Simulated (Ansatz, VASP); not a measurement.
**Two plane-wave programs on K2Os**

```
K Os
1.0
     5.73915    0.00000    0.00000
    -2.86958    4.97025    0.00000
     0.00000    0.00000    2.67582
K Os
2 1
Cartesian
  0.0000 3.3135 1.3379
  2.8696 1.6568 1.3379
  0.0000 0.0000 0.0000
```

Alike in both runs: functional PBE; k mesh 12 × 12 × 18; occupations gaussian, width 0.1 eV; no spin polarisation.

Ansatz relaxed the structure, and its values are those at the end. VASP's run is a single point on that final structure, the one shown.

```csv
,VASP,Ansatz
version,VASP 6.6.1,Ansatz 0.2.0
potentials or method,"VASP PAW PBE potentials, release 64 (K_sv, Os), cutoff 520 eV","scalar-relativistic, plane waves, PAW"
valence electrons in the cell,26,34
```

VASP gave:

- gap on the k mesh at the Fermi level (eV): none
- pressure (GPa): 0.1

Q: What did Ansatz give for the same quantities?

A: gap on the k mesh at the Fermi level (eV): none; pressure (GPa): 0.0.

A gap of «none» marks a metal or a gap that the smearing closes. VASP's potentials hold 26 valence electrons a cell and Ansatz's 34, so a difference there can come from the potentials and not from the codes.

Neither program's run includes spin-orbit coupling.
